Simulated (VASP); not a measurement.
**Rh: single point with r2SCAN**

The system is Rh.

```
CELL_PARAMETERS angstrom
2.57777 0.00000 0.00000
0.00000 2.57777 0.00000
0.00000 0.00000 2.57777
ATOMIC_POSITIONS crystal
Rh 0.00000 0.00000 0.00000
```

This isn't the form of Rh at room conditions, which is fcc.

```
Program             : VASP 6.6.1
Task                : single point
Functional          : r2SCAN
Potentials or basis : VASP PAW PBE potentials, release 64 (Rh_pv)
Cutoff              : 520 eV
k mesh              : 20 × 20 × 20
Occupations         : fermi-dirac, width 0.05 eV
Spin                : collinear spin, ferromagnetic start
Starting moments    : [1.0] μB
```

```
Pressure                                              : -12.2 GPa
Net moment                                            : 0.01 μB per cell
Valence electrons inside the program's atomic spheres : Rh 13.75
```

Levels at points of the mesh, in eV from the Fermi level:
Spin up:
```tsv
k point	band 4	band 5	band 6	band 7	band 8	band 9	band 10	band 11
(0.00, 0.00, 0.00)	-6.45	-4.90	-4.90	0.69	0.69	0.69	17.19	17.19
(0.50, 0.00, 0.00)	-4.31	-4.15	-1.30	-1.30	0.39	0.88	6.10	18.24
(0.50, 0.50, 0.00)	-5.26	-3.51	-0.92	-0.92	2.20	5.88	5.88	13.37
(0.50, 0.50, 0.50)	-4.22	-4.22	-4.22	2.33	2.33	11.02	12.13	12.13
```
Spin down:
```tsv
k point	band 5	band 6	band 7	band 8	band 9	band 10
(0.00, 0.00, 0.00)	-4.90	-4.90	0.70	0.70	0.70	17.19
(0.50, 0.00, 0.00)	-4.15	-1.29	-1.29	0.39	0.89	6.10
(0.50, 0.50, 0.00)	-3.51	-0.91	-0.91	2.21	5.88	5.88
(0.50, 0.50, 0.50)	-4.21	-4.21	2.33	2.33	11.02	12.13
```

It took 8.2 min on 1 thread of Intel Xeon 8259CL (shared host), peak memory 0.24 GiB.

Caveat: the cell stands under tension; the PAW data sets were made with another functional, which shifts forces and pressure a little.
